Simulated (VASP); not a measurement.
**PbO: single point with r2SCAN**

Crystal: PbO.

```
Pb O
1.0
     6.15405    0.00000    0.00000
     0.00000    5.64389    0.00000
     0.00000    0.00000    4.71800
Pb O
4 4
Cartesian
  4.7978 2.7294 1.1795
  1.3562 2.9145 3.5385
  4.7978 5.7364 3.5385
  1.3562 -0.0925 1.1795
  0.7759 3.3689 1.1795
  5.3781 2.2750 3.5385
  0.7759 5.0969 3.5385
  5.3781 0.5470 1.1795
```

```yaml
Program: VASP 6.6.1
Task: single point
Functional: r2SCAN
Potentials_or_basis: VASP PAW PBE potentials, release 64 (Pb_d, O)
Cutoff: 520 eV
k_mesh: 5 × 5 × 6
Occupations: fermi-dirac, width 0.05 eV
Spin: no spin polarisation
Dipole_correction: no
Further_INCAR_settings: ALGO = Normal; EDIFF = 1e-06; NBANDS = 50
```

```json
{"Pressure": "0.4 GPa", "Largest force": "0.112 eV/Å", "Band gap on the k mesh": "2.70 eV (least direct gap 3.05 eV)"}
```

Forces in eV/Å, atoms in the order of the input:
```
Pb  -0.100  0.050  0.000
Pb   0.100 -0.050  0.000
Pb  -0.100 -0.050  0.000
Pb   0.100  0.050  0.000
O    0.031 -0.028  0.000
O   -0.031  0.028  0.000
O    0.031  0.028  0.000
O   -0.031 -0.028  0.000
```

Stress tensor (GPa, compression positive):
```
0.51 0.00 0.00
0.00 0.45 0.00
0.00 0.00 0.37
```

Levels at points of the mesh, in eV from the valence-band top:
```
           k point  band 38  band 39  band 40  band 41  band 42  band 43
(0.00, 0.00, 0.00)    -1.21    -0.26     0.00     3.54     3.97     5.24
(0.00, 0.00, 0.50)    -0.91    -0.32    -0.32     4.45     4.45     5.11
```

Run time: 25 min on 1 thread of Intel Xeon 8259CL, with other jobs on the host, peak memory 0.42 GiB.

Caveat: the PAW data sets were made with another functional, which shifts forces and pressure a little; spin-orbit coupling is left out, which moves the levels of the heavy elements. r2SCAN opens gaps a little over a GGA but as a rule still falls short of measured ones.
